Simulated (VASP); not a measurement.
# BN (P1) in VASP: a series of runs

BN is run at these levels: r2SCAN; tasks: single point, relaxation of cell and atoms.

Program: VASP 6.6.1. These are calculated values, not measurements. Logs are shortened: lines on timing, memory, paths and dates and some standing lists are left out, and cuts for length are marked.

### 1 The cell of the first run

The typed cell holds 2 atoms: a = 2.552 Å, b = 2.552 Å, c = 2.552 Å, α = 60.00°, β = 60.00°, γ = 60.00°.

### 2 Single point, r2SCAN (atom 1 moved 0.30 Å)

POSCAR reads:

```
BN
1.0
    0.0000000000      1.8048137555      1.8048137555
    1.8048137555      0.0000000000      1.8048137555
    1.8048137555      1.8048137555      0.0000000000
B N
1 1
Direct
   -0.0361197502      0.0590398239      0.0189903136
    0.7861197502      0.6909601761      0.7310096864
```

INCAR.step1 reads:

```
SYSTEM = BN
PREC = Accurate
ENCUT = 520
ISMEAR = 0
SIGMA = 0.05
LREAL = .FALSE.
LASPH = .TRUE.
NELM = 100
NBANDS = 11
GGA = PE
ALGO = Normal
EDIFF = 1E-4
LWAVE = .TRUE.
LCHARG = .FALSE.
```

INCAR.step2 reads:

```
SYSTEM = BN
PREC = Accurate
ENCUT = 520
EDIFF = 1E-6
ISMEAR = 0
SIGMA = 0.05
LREAL = .FALSE.
LASPH = .TRUE.
NELM = 100
ALGO = Normal
ISIF = 2
LWAVE = .FALSE.
LCHARG = .FALSE.
METAGGA = R2SCAN
LMIXTAU = .TRUE.
NBANDS = 11
ISTART = 1
```

KPOINTS reads:

```
Automatic mesh
0
G
  10 10 10
  0 0 0
```

Potentials or basis: VASP PAW PBE potentials, release 64 (B, N).

The run is started by

```
> cat potpaw_PBE.64/B/POTCAR potpaw_PBE.64/N/POTCAR > POTCAR
> cp INCAR.step1 INCAR
> mpirun -np 1 vasp_std > vasp.out
> cp INCAR.step2 INCAR
> mpirun -np 1 vasp_std > vasp.out
```

OUTCAR:

```text
SYSTEM = BN
   PREC = Accurate
   ENCUT = 520
   EDIFF = 1E-6
   ISMEAR = 0
   LREAL = .FALSE.
   LASPH = .TRUE.
   NELM = 100
   ISIF = 2
   METAGGA = R2SCAN
   ISTART = 1

 ion  position               nearest neighbor table
   1  0.964  0.059  0.019-   2 1.33   2 1.51   2 1.73   2 1.75
   2  0.786  0.691  0.731-   1 1.33   1 1.51   1 1.73   1 1.75

  LATTYP: Found a face centered cubic cell.
 ALAT       =     3.6096275110

  Lattice vectors:

 A1 = (   0.0000000000,   1.8048137555,   1.8048137555)
 A2 = (   1.8048137555,   0.0000000000,   1.8048137555)
 A3 = (   1.8048137555,   1.8048137555,   0.0000000000)

Analysis of symmetry for initial positions (statically):
=====================================================================
 Subroutine PRICEL returns:
 Original cell was already a primitive cell.

 Routine SETGRP: Setting up the symmetry group for a
 face centered cubic supercell.

 Subroutine GETGRP returns: Found  1 space group operations
 (whereof  1 operations were pure point group operations)
 out of a pool of 48 trial point group operations.

The static configuration has the point symmetry C_1 .

Analysis of symmetry for dynamics (positions and initial velocities):
=====================================================================
 Subroutine PRICEL returns:
 Original cell was already a primitive cell.

 Routine SETGRP: Setting up the symmetry group for a
 face centered cubic supercell.

 Subroutine GETGRP returns: Found  1 space group operations
 (whereof  1 operations were pure point group operations)
 out of a pool of 48 trial point group operations.

The dynamic configuration has the point symmetry C_1 .

 Subroutine INISYM returns: Found  1 space group operations
 (whereof  1 operations are pure point group operations),
 and found     1 'primitive' translations

----------------------------------------------------------------------------------------

                                     Primitive cell

  volume of cell :      11.7578

  direct lattice vectors                    reciprocal lattice vectors
     0.000000000  1.804813755  1.804813755    -0.277036896  0.277036896  0.277036896
     1.804813755  0.000000000  1.804813755     0.277036896 -0.277036896  0.277036896
     1.804813755  1.804813755  0.000000000     0.277036896  0.277036896 -0.277036896

  length of vectors
     2.552392091  2.552392091  2.552392091     0.479841979  0.479841979  0.479841979

  position of ions in fractional coordinates (direct lattice)
     0.963880250  0.059039824  0.018990314
     0.786119750  0.690960176  0.731009686

  ion indices of the primitive-cell ions
   primitive index   ion index
                 1           1
                 2           2

----------------------------------------------------------------------------------------

 KPOINTS: Automatic mesh

Automatic generation of k-mesh.
 Grid dimensions read from file:
 generate k-points for:   10   10   10

 Generating k-lattice:

  Cartesian coordinates                     Fractional coordinates (reciprocal lattice)
    -0.027703690  0.027703690  0.027703690     0.100000000  0.000000000  0.000000000
     0.027703690 -0.027703690  0.027703690     0.000000000  0.100000000  0.000000000
     0.027703690  0.027703690 -0.027703690     0.000000000  0.000000000  0.100000000

  Length of vectors
     0.047984198  0.047984198  0.047984198

  Shift w.r.t. Gamma in fractional coordinates (k-lattice)
     0.000000000  0.000000000  0.000000000

 Subroutine IBZKPT returns following result:
 ===========================================

 Found    504 irreducible k-points:

 Following reciprocal coordinates:
            Coordinates               Weight
  0.000000  0.000000  0.000000      1.000000
  0.100000  0.000000  0.000000      2.000000
  0.000000  0.100000  0.000000      2.000000
  0.000000  0.000000  0.100000      2.000000
  0.100000  0.100000  0.100000      2.000000
  0.200000  0.000000  0.000000      2.000000
[... 16 lines left out ...]
  0.000000  0.100000  0.100000      2.000000
  0.100000  0.000000  0.100000      2.000000
 [... further k-points ...]
   k-points           NKPTS =    504   k-points in BZ     NKDIM =    504   number of bands    NBANDS=     11
   number of dos      NEDOS =    301   number of ions     NIONS =      2
   total plane-waves  NPLWV =   8000
   dimension x,y,z NGX =    20 NGY =   20 NGZ =   20
   dimension x,y,z NGXF=    40 NGYF=   40 NGZF=   40
   ions per type =               1   1
   NGX,Y,Z   is equivalent  to a cutoff of  13.03, 13.03, 13.03 a.u.
   NGXF,Y,Z  is equivalent  to a cutoff of  26.05, 26.05, 26.05 a.u.
 SYSTEM =  BN
   PREC   = accura    normal or accurate (medium, high low for compatibility)
   ISTART =      1    job   : 0-new  1-cont  2-samecut
   ICHARG =      0    charge: 1-file 2-atom 10-const
   ISPIN  =      1    spin polarized calculation?
   LNONCOLLINEAR =      F non collinear calculations
   LSORBIT =      F    spin-orbit coupling
   LASPH  =      T    aspherical Exc in radial PAW
   ENCUT  =  520.0 eV  38.22 Ry    6.18 a.u.   4.75  4.75  4.75*2*pi/ulx,y,z
   NELM   =    100;   NELMIN=  2; NELMDL=  0     # of ELM steps
   EDIFF  = 0.1E-05   stopping-criterion for ELM
   LREAL  =      F    real-space projection
   EDIFFG = 0.1E-04   stopping-criterion for IOM
   NSW    =      0    number of steps for IOM
   IBRION =     -1    ionic relax: 0-MD 1-quasi-New 2-CG
   NFREE  =      0    steps in history (QN), initial steepest desc. (CG)
   ISIF   =      2    stress and relaxation
   ISYM   =      2    0-nonsym 1-usesym 2-fastsym
   POTIM  = 0.5000    time-step for ionic-motion
   TEBEG  =    0.0;   TEEND  =   0.0 temperature during run
   PSTRESS=    0.0 pullay stress
   NELECT =       8.0000    total number of electrons
   NUPDOWN=      -1.0000    fix difference up-down
   EMIN   =  10.00;   EMAX   =-10.00  energy-range for DOS
   EFERMI =   0.00;   METHOD = LEGACY
   ISMEAR =     0;   SIGMA  =   0.05  broadening in eV -4-tet -1-fermi 0-gaus
   EFERMI_NEDOS =   21; number of points for ismear=-14 and -15
   IALGO  =     38    algorithm
   IMIX   =      4    mixing-type and parameters
     AMIX     =   0.40;   BMIX     =  1.00
     AMIX_MAG =   1.60;   BMIX_MAG =  1.00
  volume/ion in A,a.u.               =       5.88        39.67
  Fermi-wavevector in a.u.,A,eV,Ry     =   1.439889  2.720996 28.208703  2.073281
  Thomas-Fermi vector in A             =   2.558695
   LORBIT       =      0    0 simple, 1 ext, 2 COOP (PROOUT), +10 PAW based schemes
   METAGGA = R2SCAN    functional components
   LHFCALC =     F    Hartree Fock is set to
   AEXX    =    0.0000 exact exchange contribution
   IVDW    =     0    specifies the selected vdW correction
   LEPSILON=     F    determine dielectric tensor
   LRPA    =     F    only Hartree local field effects (RPA)
 non-spin polarized calculation
 Gauss-broadening in eV      SIGMA  =   0.05
  energy-cutoff  :      520.00
  volume of cell :       11.76
 maximum number of plane-waves:       332
   NGX =  9   NGY =  9   NGZ =  9

 number of electron       8.0000000 magnetization

 Free energy of the ion-electron system (eV)
  ---------------------------------------------------
  ext. energy  EPLUGINS =         0.00000000
  ---------------------------------------------------
  free energy    TOTEN  =       -17.99409267 eV

  energy without entropy =      -17.99409267  energy(sigma->0) =      -17.99409267

 E-fermi :   8.8655     XC(G=0): -13.6471

 val. band max:        8.6056119519   @ k =   0.0000   0.0000   0.0000
 cond. band min:      11.1990317744   @ k =   0.5000   0.0000   0.5000
 fundamental gap:      2.5934198225
 Fermi energy:         8.8655233371

 k-point     1 :       0.0000    0.0000    0.0000
  band No.  band energies     occupation
      1     -14.1273      2.00000
      2       3.8316      2.00000
      3       8.0612      2.00000
      4       8.6056      2.00000
      5      15.8113      0.00000
      6      16.5964      0.00000
      7      18.0841      0.00000
      8      20.7962      0.00000
      9      32.7352      0.00000
     10      34.2837      0.00000
     11      36.0101      0.00000

 k-point     2 :       0.1000    0.0000    0.0000
  band No.  band energies     occupation
      1     -13.8749      2.00000
      2       3.6320      2.00000
      3       6.7913      2.00000
      4       8.3142      2.00000
      5      15.7606      0.00000
      6      17.2588      0.00000
      7      18.5602      0.00000
      8      21.2757      0.00000
      9      32.2320      0.00000
     10      33.9023      0.00000
     11      34.1736      0.00000

 k-point     3 :       0.0000    0.1000    0.0000
  band No.  band energies     occupation
      1     -13.8887      2.00000
      2       3.1041      2.00000
      3       7.5618      2.00000
      4       8.3187      2.00000
      5      16.2510      0.00000
      6      16.9563      0.00000
      7      18.1622      0.00000
      8      21.6614      0.00000
      9      32.0849      0.00000
     10      32.2973      0.00000
     11      33.7686      0.00000

 k-point     4 :       0.0000    0.0000    0.1000
  band No.  band energies     occupation
      1     -13.8830      2.00000
      2       3.2889      2.00000
      3       7.2993      2.00000
      4       8.4351      2.00000
      5      15.7000      0.00000
      6      16.6563      0.00000
      7      18.6683      0.00000
      8      21.8513      0.00000
      9      32.1743      0.00000
     10      32.6104      0.00000
     11      34.4167      0.00000
[... 239 lines left out ...]
 k-point    22 :       0.1000    0.1000    0.0000
  band No.  band energies     occupation
      1     -13.8012      2.00000
      2       3.2801      2.00000
      3       7.1382      2.00000
      4       8.0035      2.00000
      5      15.5632      0.00000
      6      17.2272      0.00000
      7      18.6276      0.00000
      8      21.8997      0.00000
      9      30.2316      0.00000
     10      33.7392      0.00000
     11      36.0869      0.00000

 k-point    23 :       0.0000    0.1000    0.1000
  band No.  band energies     occupation
      1     -13.7918      2.00000
      2       3.3603      2.00000
      3       7.0818      2.00000
      4       7.6880      2.00000
      5      15.8189      0.00000
      6      17.7067      0.00000
      7      18.6115      0.00000
      8      21.5354      0.00000
      9      30.1634      0.00000
     10      34.3736      0.00000
     11      35.1710      0.00000

 k-point    24 :       0.1000    0.0000    0.1000
  band No.  band energies     occupation
      1     -13.8016      2.00000
      2       3.2808      2.00000
      3       7.1256      2.00000
      4       8.0186      2.00000
      5      15.6092      0.00000
      6      17.1925      0.00000
      7      18.5903      0.00000
      8      21.9135      0.00000
      9      30.2514      0.00000
     10      33.7169      0.00000
     11      36.1414      0.00000

 [... further k-points ...]

------------------------ aborting loop because EDIFF is reached ----------------------------------------

  FORCE on cell =-STRESS in cart. coord.  units (eV):
  Direction    XX          YY          ZZ          XY          YZ          ZX
  --------------------------------------------------------------------------------------
  -------------------------------------------------------------------------------------
  Total        1.7188419      2.5669711      2.4950217     -1.0380556     -0.8530607      1.2419919
  in kB      234.2174969    349.7875774    339.9834220   -141.4503513   -116.2420721    169.2396773
  external PRESSURE =     307.9961654 kB  Pullay stress =       0.0000000 kB

 VOLUME and BASIS-vectors are now :
 -----------------------------------------------------------------------------
  energy-cutoff  :      520.00
  volume of cell :       11.76
      direct lattice vectors                 reciprocal lattice vectors
     0.000000000  1.804813755  1.804813755    -0.277036896  0.277036896  0.277036896
     1.804813755  0.000000000  1.804813755     0.277036896 -0.277036896  0.277036896
     1.804813755  1.804813755  0.000000000     0.277036896  0.277036896 -0.277036896

 POSITION                                       TOTAL-FORCE (eV/Angst)
 -----------------------------------------------------------------------------------
      0.14083      1.77390      1.84618        -6.359287      4.023734     -4.006482
      2.56639      2.73814      2.66585         6.359287     -4.023734      4.006482
 -----------------------------------------------------------------------------------
    total drift:                                0.000584      0.000089      0.000278

  FREE ENERGIE OF THE ION-ELECTRON SYSTEM (eV)
  ---------------------------------------------------
  free  energy   TOTEN  =       -17.9940926688 eV

  energy  without entropy=      -17.9940926688  energy(sigma->0) =      -17.99409267
```

Wall time 2.6 min (1 thread of AMD EPYC 7R13 (Zen 3), shared host); peak memory 0.14 GiB.

Results:

| Item | Value |
| --- | --- |
| Free energy | -17.9941 eV |
| Pressure | 30.8 GPa |
| Largest force | 8.525 eV/Å |
| Band gap on the k mesh | 2.59 eV, indirect (least direct gap 7.21 eV) |

Forces in eV/Å, atoms in the order of the input:
```
B   -6.359  4.024 -4.006
N    6.359 -4.024  4.006
```

Caveat: the cell differs from its parent crystal (atom 1 moved 0.30 Å); the PAW data sets were made with another functional, which shifts forces and pressure a little. A k mesh can miss the band edges.

### 3 Relaxation of cell and atoms, r2SCAN (atom 1 moved 0.30 Å)

POSCAR is that of step 2.

INCAR.step1 reads:

```
SYSTEM = BN
PREC = Accurate
ENCUT = 600
ISMEAR = 0
SIGMA = 0.05
LREAL = .False.
LASPH = .True.
NELM = 100
GGA = PE
ALGO = Normal
EDIFF = 1E-4
LWAVE = .True.
LCHARG = .False.
```

INCAR.step2 reads:

```
SYSTEM = BN
PREC = Accurate
ENCUT = 600
EDIFF = 1E-7
ISMEAR = 0
SIGMA = 0.05
LREAL = .False.
LASPH = .True.
NELM = 100
ALGO = Normal
ISIF = 3
LWAVE = .False.
LCHARG = .False.
METAGGA = R2SCAN
LMIXTAU = .True.
IBRION = 2
NSW = 100
EDIFFG = -0.01
ISTART = 1
```

KPOINTS reads:

```
Automatic mesh
0
Gamma
  10 10 10
  0 0 0
```

Potentials or basis: VASP PAW PBE potentials, release 64 (B, N).

The run is started by

```
> cat potpaw_PBE.64/B/POTCAR potpaw_PBE.64/N/POTCAR > POTCAR
> cp INCAR.step1 INCAR
> mpirun -np 1 vasp_std > vasp.out
> cp INCAR.step2 INCAR
> mpirun -np 1 vasp_std > vasp.out
```

Wall time 48 min (1 thread of AMD EPYC 7R13 (Zen 3), shared host); peak memory 0.14 GiB.

It converged, with:

| Item | Value |
| --- | --- |
| Free energy | -19.1745 eV |
| Relaxed volume | 5.90 Å³/atom |
| Relaxed cell | a = 2.555 Å, b = 2.555 Å, c = 2.555 Å, α = 60.01°, β = 60.00°, γ = 60.00° |
| Space group after relaxing (to 0.05 Å) | F-43m (No. 216) |
| Energy gained by relaxing | 588.9 meV/atom |
| Ionic steps | 17 |
| Pressure after relaxing | 0.0 GPa |
| Band gap on the k mesh | 4.97 eV, indirect (least direct gap 9.53 eV) |

Forces on the atoms (eV/Å):
```
B    0.002 -0.002  0.001
N   -0.002  0.002 -0.001
```

Stress tensor (GPa, compression positive):
```
 0.11  0.00  0.01
 0.00 -0.06 -0.02
 0.01 -0.02 -0.06
```

Step by step:
```
step  energy change (eV)  largest force (eV/Å)  pressure (GPa)  volume (Å³)
   1              0.0000                8.5212           30.99        11.76
   2             -0.3168                1.6095          -17.74        13.78
   3             -0.4285                1.3410          -14.84        13.52
   4             -0.4864                1.5281          -13.68        13.35
   5             -0.8646                3.5410          -12.56        12.54
   6             -0.9178                3.4939           -5.26        12.15
   7             -0.9381                3.5346          -10.13        12.33
   8             -0.9426                3.5042           -9.14        12.28
   9             -0.7231                4.1495            4.28        12.05
  10             -1.1448                0.7311          -11.47        12.19
  11             -1.1716                0.4004            5.85        11.63
  12             -1.1772                0.0678            0.38        11.78
  13             -1.1772                0.0730            0.65        11.77
  14             -1.1777                0.0527            0.27        11.79
  15             -1.1777                0.0328            0.36        11.78
  16             -1.1778                0.0174           -0.16        11.80
  17             -1.1778                0.0029            0.00        11.79
```

Final structure:
```yaml
crystal:
  lattice:
    - [-0.00001, 1.80687, 1.80685]
    - [1.80629, 0.00002, 1.80684]
    - [1.80639, 1.80680, 0.00005]
  atoms:
    - { symbol: B, position: [0.00002, 0.99998, 0.00000] }
    - { symbol: N, position: [0.74998, 0.75002, 0.75000] }
```

Levels at points of the mesh, in eV from the valence-band top:
```csv
k point,band 2,band 3,band 4,band 5,band 6,band 7
"(0.00, 0.00, 0.00)",0.00,0.00,0.00,9.53,9.53,9.53
"(0.50, 0.00, 0.00)",-11.10,-2.02,-2.02,10.80,11.47,11.48
"(0.00, 0.50, 0.00)",-11.10,-2.02,-2.02,10.80,11.47,11.48
"(0.00, 0.00, 0.50)",-11.10,-2.02,-2.02,10.80,11.47,11.48
"(0.50, 0.50, 0.50)",-11.10,-2.02,-2.02,10.80,11.47,11.48
"(0.50, 0.50, 0.00)",-9.33,-5.11,-5.11,4.98,9.82,19.28
"(0.00, 0.50, 0.50)",-9.33,-5.11,-5.11,4.97,9.82,19.28
"(0.50, 0.00, 0.50)",-9.33,-5.11,-5.10,4.98,9.82,19.28
```

Caveat: the cell differs from its parent crystal (atom 1 moved 0.30 Å); the PAW data sets were made with another functional, which shifts forces and pressure a little. A k mesh can miss the band edges.
